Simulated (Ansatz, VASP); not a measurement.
# Co in VASP and in Ansatz

```
Co
1.0
     2.47283    0.00000    0.00000
    -1.23641    2.14153    0.00000
     0.00000    0.00000    4.01653
Co
2
Direct
  0.33333 0.66667 0.25000
  0.66667 0.33333 0.75000
```

Alike in both runs: functional r2SCAN; k mesh 18 × 18 × 10; occupations gaussian, width 0.1 eV; collinear spin.

Ansatz relaxed the structure, and its values are those at the end. VASP's run is a single point on that final structure, the one shown.

```csv
,VASP,Ansatz
version,VASP 6.6.1,Ansatz 0.2.0
potentials or method,"VASP PAW PBE potentials, release 64 (Co), cutoff 520 eV","scalar-relativistic, plane waves, PAW"
valence electrons in the cell,18,34
```

Ansatz gave:

```
gap on the k mesh at the Fermi level (eV)                     : none
pressure (GPa)                                                : 0.0
net moment per atom (μB)                                      : 1.76
size of the moment on the site where the two differ most (μB) : 1.90
```

Q: What did VASP give for the same quantities?

A: gap on the k mesh at the Fermi level (eV): none; pressure (GPa): -0.1; net moment per atom (μB): 1.75; size of the moment on the site where the two differ most (μB): 1.81.

VASP's potentials were made for PBE, not for r2SCAN. Site moments also hang on the region over which each program counts them. A gap of «none» marks a metal or a gap that the smearing closes. VASP's potentials hold 18 valence electrons a cell and Ansatz's 34, so a difference there can come from the potentials and not from the codes.
